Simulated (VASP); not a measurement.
A run of VASP 6.6.1 is set up as follows.

INCAR

```
PREC     = Accurate       # precision mode
ENCUT    = 520            # plane-wave cutoff, eV
EDIFF    = 1E-6           # SCF threshold, eV
ISMEAR   = 0              # smearing method
SIGMA    = 0.1            # smearing width, eV
LREAL    = F              # projectors in reciprocal space
LASPH    = T              # aspherical terms in the spheres
NELM     = 100            # most SCF steps
ALGO     = Normal         # electronic algorithm
ISIF     = 2              # what is computed and relaxed
LWAVE    = F              # write WAVECAR
LCHARG   = F              # write CHGCAR
GGA      = PE             # functional
NBANDS   = 46             # bands
```

KPOINTS

```
Automatic mesh
0
Gamma
  4 4 4
```

POSCAR

```
In3GaAs4
1.0
    6.0691867390      0.0000000000      0.0000000000
    0.0000000000      6.0691867390      0.0000000000
    0.0000000000      0.0000000000      6.0691867390
In Ga As
3 1 4
Direct
    0.0000000000      0.5000000000      0.5000000000
    0.5000000000      0.0000000000      0.5000000000
    0.5000000000      0.5000000000      0.0000000000
    0.0000000000      0.0000000000      0.0000000000
    0.7599342667      0.7599342667      0.2400657333
    0.7599342667      0.2400657333      0.7599342667
    0.2400657333      0.7599342667      0.7599342667
    0.2400657333      0.2400657333      0.2400657333
```

Potentials or basis: VASP PAW PBE potentials, release 64 (In_d, Ga_d, As).

Run with:

```console
$ cat potpaw_PBE.64/In_d/POTCAR potpaw_PBE.64/Ga_d/POTCAR potpaw_PBE.64/As/POTCAR > POTCAR
$ mpirun -np 1 vasp_std > vasp.out
```

Q: Predict the pressure.

A: 0.3 GPa.

Q: Predict the largest force.

A: 0.010 eV/Å.

Forces in eV/Å, atoms in the order of the input:
```
In   0.000  0.000  0.000
In   0.000  0.000  0.000
In   0.000  0.000  0.000
Ga   0.000  0.000  0.000
As   0.006  0.006 -0.006
As   0.006 -0.006  0.006
As  -0.006  0.006  0.006
As  -0.006 -0.006 -0.006
```
